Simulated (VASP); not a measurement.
# CdF2 (Fm-3m) in VASP: notebook

Runs on CdF2. Level: LDA. Tasks: electric field gradients.

Everything below comes from runs of VASP 6.6.1. Logs are shortened: lines on timing, memory, paths and dates and some standing lists are left out, and cuts for length are marked.

**1. The cell of the first run**

Symmetry: Fm-3m, No. 225, cubic system. The conventional cell has a = 5.278 Å, b = 5.278 Å, c = 5.278 Å, α = 90.00°, β = 90.00°, γ = 90.00°. Within 3.0 Å of Cd (site symmetry m-3m) lie 8 F at 2.29 Å. Within 3.0 Å of F (site symmetry -43m) lie 4 Cd at 2.29 Å and 6 F at 2.64 Å.

**2. Electric field gradients, LDA (12.25 Å³/atom)**

Input file INCAR:

```
PREC = Accurate
ENCUT = 520
EDIFF = 1E-8
ISMEAR = -1
SIGMA = 0.02
LREAL = False
LASPH = True
NELM = 100
ALGO = Normal
ISIF = 2
LWAVE = False
LCHARG = False
LEFG = True
NBANDS = 20
```

Input file KPOINTS:

```
regular mesh
0
Gamma
  8 8 8
```

Input file POSCAR:

```
CdF2
1.0
    0.0000000000      2.6390049769      2.6390049769
    2.6390049769      0.0000000000      2.6390049769
    2.6390049769      2.6390049769      0.0000000000
Cd F
1 2
Direct
    0.0000000000      0.0000000000      0.0000000000
    0.2500000000      0.2500000000      0.2500000000
    0.7500000000      0.7500000000      0.7500000000
```

Potentials or basis: VASP PAW LDA potentials, release 64 (Cd, F).

On the command line:

```
> cat potpaw_LDA.64/Cd/POTCAR potpaw_LDA.64/F/POTCAR > POTCAR
> mpirun -np 1 vasp_std > vasp.out
```

OUTCAR:

```text
PREC = Accurate
   ENCUT = 520
   EDIFF = 1E-8
   ISMEAR = -1
   LREAL = False
   LASPH = True
   NELM = 100
   ISIF = 2

 ion  position               nearest neighbor table
   1  0.000  0.000  0.000-   3 2.29   3 2.29   3 2.29   2 2.29   3 2.29   2 2.29   2 2.29   2 2.29

   2  0.250  0.250  0.250-   1 2.29   1 2.29   1 2.29   1 2.29
   3  0.750  0.750  0.750-   1 2.29   1 2.29   1 2.29   1 2.29

  LATTYP: Found a face centered cubic cell.
 ALAT       =     5.2780099538

  Lattice vectors:

 A1 = (   0.0000000000,   2.6390049769,   2.6390049769)
 A2 = (   2.6390049769,   0.0000000000,   2.6390049769)
 A3 = (   2.6390049769,   2.6390049769,   0.0000000000)

Analysis of symmetry for initial positions (statically):
=====================================================================
 Subroutine PRICEL returns:
 Original cell was already a primitive cell.

 Routine SETGRP: Setting up the symmetry group for a
 face centered cubic supercell.

 Subroutine GETGRP returns: Found 48 space group operations
 (whereof 48 operations were pure point group operations)
 out of a pool of 48 trial point group operations.

The static configuration has the point symmetry O_h .

Analysis of symmetry for dynamics (positions and initial velocities):
=====================================================================
 Subroutine PRICEL returns:
 Original cell was already a primitive cell.

 Routine SETGRP: Setting up the symmetry group for a
 face centered cubic supercell.

 Subroutine GETGRP returns: Found 48 space group operations
 (whereof 48 operations were pure point group operations)
 out of a pool of 48 trial point group operations.

The dynamic configuration has the point symmetry O_h .

 Subroutine INISYM returns: Found 48 space group operations
 (whereof 48 operations are pure point group operations),
 and found     1 'primitive' translations

----------------------------------------------------------------------------------------

                                     Primitive cell

  volume of cell :      36.7579

  direct lattice vectors                    reciprocal lattice vectors
[... 127 lines left out ...]

 Free energy of the ion-electron system (eV)
  ---------------------------------------------------
  ext. energy  EPLUGINS =         0.00000000
  ---------------------------------------------------
  free energy    TOTEN  =       -12.72809828 eV

  energy without entropy =      -12.72809828  energy(sigma->0) =      -12.72809828

 E-fermi :  -0.6625     XC(G=0): -11.4652

 val. band max:       -1.1543390884   @ k =  -0.2500   0.5000   0.2500
 cond. band min:       1.8597695830   @ k =   0.0000   0.0000   0.0000
 fundamental gap:      3.0141086713
 Fermi energy:        -0.6625271573

 k-point     1 :       0.0000    0.0000    0.0000
  band No.  band energies     occupation
      1     -21.9834      2.00000
      2     -20.6042      2.00000
      3      -7.0444      2.00000
      4      -7.0444      2.00000
      5      -7.0444      2.00000
      6      -5.4689      2.00000
[... 541 lines left out ...]
     19      17.6049      0.00000
     20      21.2246      0.00000

 [... further k-points ...]

------------------------ aborting loop because EDIFF is reached ----------------------------------------

  FORCE on cell =-STRESS in cart. coord.  units (eV):
  Direction    XX          YY          ZZ          XY          YZ          ZX
  --------------------------------------------------------------------------------------
  -------------------------------------------------------------------------------------
  Total        0.6473308      0.6473308      0.6473308     -0.0000000      0.0000000     -0.0000000
  in kB       28.2154024     28.2154024     28.2154024     -0.0000000      0.0000000     -0.0000000
  external PRESSURE =      28.2154024 kB  Pullay stress =       0.0000000 kB

 VOLUME and BASIS-vectors are now :
 -----------------------------------------------------------------------------
  energy-cutoff  :      520.00
  volume of cell :       36.76
      direct lattice vectors                 reciprocal lattice vectors
     0.000000000  2.639004977  2.639004977    -0.189465349  0.189465349  0.189465349
     2.639004977  0.000000000  2.639004977     0.189465349 -0.189465349  0.189465349
     2.639004977  2.639004977  0.000000000     0.189465349  0.189465349 -0.189465349

 POSITION                                       TOTAL-FORCE (eV/Angst)
 -----------------------------------------------------------------------------------
      0.00000      0.00000      0.00000         0.000000      0.000000     -0.000000
      1.31950      1.31950      1.31950        -0.000000     -0.000000      0.000000
      3.95851      3.95851      3.95851         0.000000      0.000000      0.000000
 -----------------------------------------------------------------------------------
    total drift:                                0.000000      0.000000      0.000000

  FREE ENERGIE OF THE ION-ELECTRON SYSTEM (eV)
  ---------------------------------------------------
  free  energy   TOTEN  =       -12.7280982812 eV

  energy  without entropy=      -12.7280982812  energy(sigma->0) =      -12.72809828

 Electric field gradients (V/A^2)
---------------------------------------------------------------------
 ion       V_xx      V_yy      V_zz      V_xy      V_xz      V_yz
---------------------------------------------------------------------
   1       0.000    -0.000    -0.000    -0.001    -0.001    -0.001
   2       0.000     0.000    -0.000     0.005     0.005     0.005
   3       0.000     0.000    -0.000     0.005     0.005     0.005
---------------------------------------------------------------------

 Electric field gradients after diagonalization (V/A^2)
 (convention: |V_zz| > |V_xx| > |V_yy|)
----------------------------------------------------------------------
 ion       V_xx      V_yy      V_zz     asymmetry (V_yy - V_xx)/ V_zz
----------------------------------------------------------------------
   1       0.001     0.001    -0.002       0.000
   2      -0.005    -0.005     0.011       0.000
   3      -0.005    -0.005     0.011       0.000
----------------------------------------------------------------------

           NMR quadrupolar parameters

 Cq : quadrupolar parameter    Cq=e*Q*V_zz/h
 eta: asymmetry parameters     (V_yy - V_xx)/ V_zz
 Q  : nuclear electric quadrupole moment in mb (millibarn)
----------------------------------------------------------------------
 ion       Cq(MHz)       eta       Q (mb)
----------------------------------------------------------------------
   1      -0.000       0.000       1.000
   2       0.000       0.000       1.000
   3       0.000       0.000       1.000
----------------------------------------------------------------------
```

stdout:

```text
POSCAR found type information on POSCAR CdF
 POSCAR found :  2 types and       3 ions
 scaLAPACK will be used
 LDA part: xc-table for (Slater(with rela. corr.)+CA(PZ))
 , standard interpolation
 POSCAR, INCAR and KPOINTS ok, starting setup
 FFT: planning ... GRIDC
 FFT: planning ... GRID_SOFT
 FFT: planning ... GRID
 WAVECAR not read
 entering main loop
ion   1

ion   2

ion   3
```

Wall time 44 s (1 thread of AMD EPYC 7R13, shared host); peak memory 0.12 GiB.

Results:

```
Free energy                             : -12.7281 eV
Pressure                                : 2.8 GPa
Band gap on the k mesh                  : 3.01 eV (least direct gap 3.41 eV)
Largest electric field gradient by atom : zero within the noise of the run
```

A k mesh can miss the band edges.

**3. Electric field gradients, LDA (12.77 Å³/atom)**

This run uses another cell than the first one, of 12.77 Å³/atom.

Input file INCAR:

```
  PREC = Accurate
  ENCUT = 520
  EDIFF = 1E-8
  ISMEAR = -1
  SIGMA = 0.02
  LREAL = F
  LASPH = T
  NELM = 60
  ALGO = Normal
  ISIF = 2
  LWAVE = F
  LCHARG = F
  GGA = CA
  LEFG = T
  NBANDS = 20
```

KPOINTS is that of step 2.

Input file POSCAR:

```
CdF2
1.0
    0.0000000000      2.6759189183      2.6759189183
    2.6759189183      0.0000000000      2.6759189183
    2.6759189183      2.6759189183      0.0000000000
Cd F
1 2
Direct
    0.0000000000      0.0000000000      0.0000000000
    0.2500000000      0.2500000000      0.2500000000
    0.7500000000      0.7500000000      0.7500000000
```

Potentials or basis: VASP PAW LDA potentials, release 64 (Cd, F).

On the command line:

```
> cat potpaw_LDA.64/Cd/POTCAR potpaw_LDA.64/F/POTCAR > POTCAR
> mpirun -np 1 vasp_std > vasp.out
```

OUTCAR:

```text
PREC = Accurate
   ENCUT = 520
   EDIFF = 1E-8
   ISMEAR = -1
   LREAL = F
   LASPH = T
   NELM = 60
   ISIF = 2
   GGA = CA

 ion  position               nearest neighbor table
   1  0.000  0.000  0.000-   2 2.32   3 2.32   3 2.32   3 2.32   3 2.32   2 2.32   2 2.32   2 2.32

   2  0.250  0.250  0.250-   1 2.32   1 2.32   1 2.32   1 2.32
   3  0.750  0.750  0.750-   1 2.32   1 2.32   1 2.32   1 2.32

  LATTYP: Found a face centered cubic cell.
 ALAT       =     5.3518378366

  Lattice vectors:

 A1 = (   0.0000000000,   2.6759189183,   2.6759189183)
 A2 = (   2.6759189183,   0.0000000000,   2.6759189183)
 A3 = (   2.6759189183,   2.6759189183,   0.0000000000)

Analysis of symmetry for initial positions (statically):
=====================================================================
 Subroutine PRICEL returns:
 Original cell was already a primitive cell.

 Routine SETGRP: Setting up the symmetry group for a
 face centered cubic supercell.

 Subroutine GETGRP returns: Found 48 space group operations
 (whereof 48 operations were pure point group operations)
 out of a pool of 48 trial point group operations.

The static configuration has the point symmetry O_h .

Analysis of symmetry for dynamics (positions and initial velocities):
=====================================================================
 Subroutine PRICEL returns:
 Original cell was already a primitive cell.

 Routine SETGRP: Setting up the symmetry group for a
 face centered cubic supercell.

 Subroutine GETGRP returns: Found 48 space group operations
[... 163 lines left out ...]
      3      -7.2168      2.00000
      4      -7.2168      2.00000
      5      -7.2168      2.00000
      6      -5.8439      2.00000
[... 541 lines left out ...]
     19      16.9646      0.00000
     20      20.5566      0.00000

 [... further k-points ...]

------------------------ aborting loop because EDIFF is reached ----------------------------------------

  FORCE on cell =-STRESS in cart. coord.  units (eV):
  Direction    XX          YY          ZZ          XY          YZ          ZX
  --------------------------------------------------------------------------------------
  -------------------------------------------------------------------------------------
  Total       -0.6009832     -0.6009832     -0.6009832      0.0000000      0.0000000     -0.0000000
  in kB      -25.1260406    -25.1260406    -25.1260406      0.0000000      0.0000000     -0.0000000
  external PRESSURE =     -25.1260406 kB  Pullay stress =       0.0000000 kB

 VOLUME and BASIS-vectors are now :
 -----------------------------------------------------------------------------
  energy-cutoff  :      520.00
  volume of cell :       38.32
      direct lattice vectors                 reciprocal lattice vectors
     0.000000000  2.675918918  2.675918918    -0.186851700  0.186851700  0.186851700
     2.675918918  0.000000000  2.675918918     0.186851700 -0.186851700  0.186851700
     2.675918918  2.675918918  0.000000000     0.186851700  0.186851700 -0.186851700

 POSITION                                       TOTAL-FORCE (eV/Angst)
 -----------------------------------------------------------------------------------
      0.00000      0.00000      0.00000         0.000000      0.000000      0.000000
      1.33796      1.33796      1.33796         0.000000      0.000000      0.000000
      4.01388      4.01388      4.01388        -0.000000     -0.000000     -0.000000
 -----------------------------------------------------------------------------------
    total drift:                                0.000000      0.000000      0.000000

  FREE ENERGIE OF THE ION-ELECTRON SYSTEM (eV)
  ---------------------------------------------------
  free  energy   TOTEN  =       -12.7318125033 eV

  energy  without entropy=      -12.7318125033  energy(sigma->0) =      -12.73181250

 Electric field gradients (V/A^2)
---------------------------------------------------------------------
 ion       V_xx      V_yy      V_zz      V_xy      V_xz      V_yz
---------------------------------------------------------------------
   1      -0.000    -0.000     0.000    -0.002    -0.002    -0.002
   2      -0.000     0.000    -0.000     0.008     0.008     0.008
   3      -0.000     0.000     0.000     0.008     0.008     0.008
---------------------------------------------------------------------

 Electric field gradients after diagonalization (V/A^2)
 (convention: |V_zz| > |V_xx| > |V_yy|)
----------------------------------------------------------------------
 ion       V_xx      V_yy      V_zz     asymmetry (V_yy - V_xx)/ V_zz
----------------------------------------------------------------------
   1       0.002     0.002    -0.004       0.000
   2      -0.008    -0.008     0.016       0.000
   3      -0.008    -0.008     0.016       0.000
----------------------------------------------------------------------

           NMR quadrupolar parameters

 Cq : quadrupolar parameter    Cq=e*Q*V_zz/h
 eta: asymmetry parameters     (V_yy - V_xx)/ V_zz
 Q  : nuclear electric quadrupole moment in mb (millibarn)
----------------------------------------------------------------------
 ion       Cq(MHz)       eta       Q (mb)
----------------------------------------------------------------------
   1      -0.000       0.000       1.000
   2       0.000       0.000       1.000
   3       0.000       0.000       1.000
----------------------------------------------------------------------
```

OSZICAR:

```text
N       E                     dE             d eps       ncg     rms          rms(c)
DAV:   1     0.195912628774E+03    0.19591E+03   -0.15537E+04  1184   0.133E+03
DAV:   2    -0.606981974595E+01   -0.20198E+03   -0.19440E+03  1248   0.345E+02
DAV:   3    -0.142400977682E+02   -0.81703E+01   -0.81445E+01  1328   0.761E+01
DAV:   4    -0.142742389739E+02   -0.34141E-01   -0.34139E-01  1248   0.514E+00
DAV:   5    -0.142743610345E+02   -0.12206E-03   -0.12206E-03  1336   0.278E-01    0.102E+01
DAV:   6    -0.127554297945E+02    0.15189E+01   -0.34606E+00  1492   0.354E+01    0.779E+00
DAV:   7    -0.127657795658E+02   -0.10350E-01   -0.69727E-01  1200   0.767E+00    0.442E+00
DAV:   8    -0.127399504293E+02    0.25829E-01   -0.13348E-01  1228   0.328E+00    0.694E-01
DAV:   9    -0.127315413130E+02    0.84091E-02   -0.26807E-02  1448   0.211E+00    0.913E-02
DAV:  10    -0.127317950249E+02   -0.25371E-03   -0.25496E-03  1200   0.509E-01    0.715E-02
DAV:  11    -0.127318154000E+02   -0.20375E-04   -0.70018E-05  1308   0.117E-01    0.303E-02
DAV:  12    -0.127318123284E+02    0.30716E-05   -0.25092E-05  1200   0.468E-02    0.129E-02
DAV:  13    -0.127318125022E+02   -0.17379E-06   -0.18426E-06  1272   0.163E-02    0.142E-03
DAV:  14    -0.127318125033E+02   -0.11837E-08   -0.97841E-08  1288   0.374E-03
   1 F= -.12731813E+02 E0= -.12731813E+02  d E =-.357022E-11
```

It took 35 s on 1 thread of AMD EPYC 7R13, shared host; peak memory 0.12 GiB.

Results:

- Free energy: -12.7318 eV
- Pressure: -2.5 GPa
- Band gap on the k mesh: 2.87 eV (least direct gap 3.32 eV)
- Largest electric field gradient by atom: zero within the noise of the run

Levels at points of the mesh, in eV from the valence-band top:
| k point | band 9 | band 10 | band 11 | band 12 | band 13 | band 14 | band 15 | band 16 | band 17 | band 18 |
| --- | --- | --- | --- | --- | --- | --- | --- | --- | --- | --- |
| (0.00, 0.00, 0.00) | -1.06 | -1.06 | -0.45 | -0.45 | -0.45 | 2.87 | 12.40 | 12.40 | 12.40 | 17.30 |
| (0.50, 0.00, 0.00) | -2.45 | -1.98 | -1.98 | -0.37 | -0.37 | 7.10 | 8.85 | 14.31 | 14.31 | 17.94 |
| (0.50, 0.50, 0.00) | -3.16 | -3.15 | -0.56 | -0.09 | -0.09 | 7.92 | 9.45 | 11.49 | 14.11 | 14.11 |

A k mesh can miss the band edges.

[end of part 1 of 2]
